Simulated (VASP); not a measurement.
C:

```xyz
8
Lattice="2.5716 0.0000 0.0000 -1.2858 2.2270 0.0000 0.0000 0.0000 8.3987" Properties=species:S:1:pos:R:3 pbc="T T T"
C     1.2858    0.7423    7.0864
C     0.0000    1.4847    2.8870
C     1.2858    0.7423    5.5116
C     0.0000    1.4847    1.3123
C     0.0000    0.0000    7.6113
C     0.0000    0.0000    3.4120
C     0.0000    0.0000    4.9867
C     0.0000    0.0000    0.7874
```

Base run:

```yaml
Program: VASP 6.6.1
Functional: BLYP
Potentials_or_basis: VASP PAW PBE potentials, release 64 (C)
Cutoff: 520 eV
k_mesh: 12 × 12 × 4
Occupations: fermi-dirac, width 0.05 eV
Spin: no spin polarisation
```

Its results: band gap on the k mesh 4.59 eV (least direct gap 5.21 eV); pressure -11.5 GPa; largest force 0.305 eV/Å.

**Question.** The run is repeated on the same cell with these changes: functional from BLYP to r2SCAN; dispersion from none to rVV10. What comes out?

**Answer.** Band gap on the k mesh 4.43 eV (least direct gap 5.27 eV); pressure -25.3 GPa; largest force 0.325 eV/Å.

Several settings changed at once.

Caveats: the cell stands under tension; the PAW data sets were made with another functional, which shifts forces and pressure a little.

A k mesh can miss the band edges.
